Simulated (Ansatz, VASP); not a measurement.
# Pd in VASP and in Ansatz

```
Pd
1.0
     2.50586    0.00000    0.00000
     0.00000    2.50586    0.00000
     0.00000    0.00000    2.50586
Pd
1
Direct
  0.00000 0.00000 0.00000
```

Alike in both runs: task relaxation of cell and atoms; functional r2SCAN; k mesh 6 × 6 × 6; occupations gaussian, width 0.1 eV; no spin polarisation.

|  | VASP | Ansatz |
| --- | --- | --- |
| version | VASP 6.6.1 | Ansatz 0.2.0 |
| potentials or method | VASP PAW PBE potentials, release 64 (Pd), cutoff 600 eV | scalar-relativistic, plane waves, PAW |
| valence electrons in the cell | 10 | 18 |

Ansatz gave:

| Quantity | Value |
| --- | --- |
| gap on the k mesh at the Fermi level, each at its own relaxed structure (eV) | none |
| relaxed volume (Å³/atom) | 17.33 |
| relaxed cell length with the largest relative difference (Å) | 2.588 |

Question: Estimate VASP's values.

Answer: gap on the k mesh at the Fermi level, each at its own relaxed structure (eV): none; relaxed volume (Å³/atom): 17.41; relaxed cell length with the largest relative difference (Å): 2.592.

VASP's potentials were made for PBE, not for r2SCAN. A gap of «none» marks a metal or a gap that the smearing closes. VASP's potentials hold 10 valence electrons a cell and Ansatz's 18, so a difference there can come from the potentials and not from the codes.

The k mesh is coarse, so the values compare programs but aren't converged.
